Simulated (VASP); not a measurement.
## RbGe5: single point with PBE

RbGe5:

```
Rb Ge
1.0
     4.21189    0.00000    0.00000
    -2.10594    3.64760    0.00000
     0.00000    0.00000    9.53382
Rb Ge
1 5
Direct
  0.00000 0.00000 0.00000
  0.33333 0.66667 0.37935
  0.33333 0.66667 0.62065
  0.66667 0.33333 0.62065
  0.66667 0.33333 0.37935
  0.00000 0.00000 0.50000
```

The cell was generated, and may not be a known phase.

| Item | Value |
| --- | --- |
| Program | VASP 6.6.1 |
| Task | single point |
| Functional | PBE |
| Potentials or basis | VASP PAW PBE potentials, release 64 (Rb_sv, Ge_d) |
| Cutoff | 520 eV |
| k mesh | 6 × 6 × 2 |
| Occupations | gaussian, width 0.1 eV |
| Spin | no spin polarisation |

* Pressure: 21.6 GPa
* Largest force: 3.712 eV/Å
* Band gap on the k mesh: zero (an odd number of electrons rules out a gap without spin polarisation)

Forces in eV/Å, atoms in the order of the input:
```
Rb   0.000  0.000  0.000
Ge   0.000  0.000 -3.712
Ge   0.000  0.000  3.712
Ge   0.000  0.000  3.712
Ge   0.000  0.000 -3.712
Ge   0.000  0.000  0.000
```

Stress tensor (GPa, compression positive):
```
24.80  0.00  0.00
 0.00 24.80  0.00
 0.00  0.00 15.29
```

Levels at points of the mesh, in eV from the Fermi level:
```
           k point  band 37  band 38  band 39  band 40  band 41  band 42  band 43  band 44
(0.00, 0.00, 0.00)    -3.24    -3.24    -1.04    -1.04    -0.75    -0.53    -0.40     2.59
(0.50, 0.00, 0.00)    -2.62    -1.97    -1.45     1.20     1.56     2.95     3.18     3.39
(0.00, 0.00, 0.50)    -3.24    -3.24    -1.73    -1.04    -1.04    -0.76     1.08     2.64
(0.50, 0.00, 0.50)    -2.62    -1.80    -1.47     0.98     1.39     3.12     3.25     3.39
```

Run time: 71 s on 1 thread of Intel(R) Xeon(R) 6975P-C (Granite Rapids), on a shared host, peak memory 0.28 GiB.

Caveat: the stress differs along the axes, from 15 to 25 GPa; forces of over 1 eV/Å act on the atoms, so gaps and moduli don't describe the material at rest.
